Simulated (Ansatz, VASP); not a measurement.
# NaH in VASP and in Ansatz

INCAR

```
PREC = Accurate
ENCUT = 520
EDIFF = 1E-7
ISMEAR = -1
SIGMA = 0.02
LREAL = False
LASPH = True
NELM = 60
ALGO = Normal
ISIF = 2
LWAVE = False
LCHARG = False
GGA = PE
NBANDS = 11
```

KPOINTS

```
regular mesh
0
Gamma
  8 8 8
```

File POSCAR:

```
NaH
1.0
    0.1261702195      2.5963615253      2.5963615253
    2.5963615253      0.1261702195      2.5963615253
    2.5963615253      2.5963615253      0.1261702195
Na H
1 1
Direct
    0.0051649356      0.0051649356      0.0051649356
    0.2448350644      0.2448350644      0.2448350644
```

Input for Ansatz:

```yaml
crystal:
  lattice:
    - [0.1261702195, 2.5963615253, 2.5963615253]
    - [2.5963615253, 0.1261702195, 2.5963615253]
    - [2.5963615253, 2.5963615253, 0.1261702195]
  atoms:
    - { symbol: Na, position: [0.0051649356, 0.0051649356, 0.0051649356] }
    - { symbol: H, position: [0.2448350644, 0.2448350644, 0.2448350644] }
kpoints:
  mp_grid: { grid: [8, 8, 8] }
  band_path:
    path:
      - [0.0, 0.0, 0.0]
      - [-0.5, -0.5, 0.0]
      - [-0.375, -0.375, 0.25]
      - [-0.375, 0.0, 0.375]
      - [0.0, 0.0, 0.5]
      - [-0.5, -0.25, 0.25]
      - [0.229167, -0.5, -0.234375]
      - [0.5, 0.5, 0.5]
    npoints: 1
hamiltonian:
  xc: pbe
scf:
  occupations: { method: fermi_dirac, width: 0.02 }
  n_extra_bands: 4
output:
  forces: true
  stress: true
  eigenvalues: true
```

Change from the starting cell: epitaxial_111 strain -4.9%.

Alike in both runs: task single point; functional PBE; k mesh 8 × 8 × 8; occupations fermi-dirac, width 0.02 eV; no spin polarisation.

|  | VASP | Ansatz |
| --- | --- | --- |
| version | VASP 6.6.1 | Ansatz 0.2.0 |
| potentials or method | VASP PAW PBE potentials, release 64 (Na_pv, H) | plane waves, PAW |
| plane-wave cutoff (eV) | 520 | 420 |
| valence electrons in the cell | 8 | 10 |

|  | VASP | Ansatz | Ansatz less VASP |
| --- | --- | --- | --- |
| gap on the k mesh at the Fermi level (eV) | 3.30 | 3.30 | +0.003 |
| pressure (GPa) | 1.7 | 1.8 | +0.02 |
| traceless stress, the component that is largest in VASP (GPa) | -0.75 | -0.75 | +0.001 |
| rms of the force components (eV/Å) | 0.004 | 0.005 | +0.0003 |

Atom by atom the forces differ by 0.000 eV/Å (rms over components). VASP's potentials hold 8 valence electrons a cell and Ansatz's 10, so a difference there can come from the potentials and not from the codes.
